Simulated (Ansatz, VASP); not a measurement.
One calculation of GaB2As3, two programs

File INCAR:

```
PREC = Accurate
ENCUT = 560
EDIFF = 1E-6
ISMEAR = 0
SIGMA = 0.1
LREAL = False
LASPH = True
NELM = 120
ALGO = Normal
ISIF = 2
LWAVE = False
LCHARG = False
GGA = PE
NBANDS = 41
GGA_COMPAT = False
```

Contents of KPOINTS:

```
regular mesh
0
Gamma
  6 6 2
```

Contents of POSCAR:

```
GaB2As3
1.0
    3.7324809400      0.0000000000      0.0000000000
    0.0000000000      3.7324809400      0.0000000000
    0.0000000000      0.0000000000      7.5477558700
Ga B As
1 2 3
Direct
    0.5000000000      0.5000000000      0.7029737000
    0.0000000000      0.0000000000      0.5988498400
    0.5000000000      0.5000000000      0.3479174100
    0.5000000000      0.0000000000      0.1183116100
    0.0000000000      0.5000000000      0.1183116100
    0.0000000000      0.0000000000      0.8395398300
```

Input for Ansatz:

```yaml
crystal:
  lattice:
    - [3.73248094, 0.0, 0.0]
    - [0.0, 3.73248094, 0.0]
    - [0.0, 0.0, 7.54775587]
  atoms:
    - { symbol: Ga, position: [0.5, 0.5, 0.7029737] }
    - { symbol: B, position: [0.0, 0.0, 0.59884984] }
    - { symbol: B, position: [0.5, 0.5, 0.34791741] }
    - { symbol: As, position: [0.5, 0.0, 0.11831161] }
    - { symbol: As, position: [0.0, 0.5, 0.11831161] }
    - { symbol: As, position: [0.0, 0.0, 0.83953983] }
basis:
  ecutwfc: 420
kpoints:
  mp_grid: { grid: [6, 6, 2] }
hamiltonian:
  xc: pbe
scf:
  occupations: { method: gaussian, width: 0.1 }
  lower_state_search: "off"
output:
  forces: true
  stress: true
  eigenvalues: true
```

Alike in both runs: task single point; functional PBE; k mesh 6 × 6 × 2; occupations gaussian, width 0.1 eV; no spin polarisation.

```csv
,VASP,Ansatz
version,VASP 6.6.1,Ansatz 0.2.0
potentials or method,"VASP PAW PBE potentials, release 64 (Ga_d, B, As_d), cutoff 560 eV","scalar-relativistic, plane waves, PAW"
valence electrons in the cell,64,64
```

```csv
,VASP,Ansatz,Ansatz less VASP
gap on the k mesh at the Fermi level (eV),none,none,-
pressure (GPa),4.7,4.7,-0.05
"traceless stress, the component that is largest in VASP (GPa)",3.78,3.89,+0.110
rms of the force components (eV/Å),1.113,1.122,+0.0086
```

Atom by atom the forces differ by 0.016 eV/Å (rms over components). A gap of «none» marks a metal or a gap that the smearing closes. With one functional, cell and mesh, what is left measures potentials, basis and numerics.

The k mesh is coarse, so the values compare programs but aren't converged.
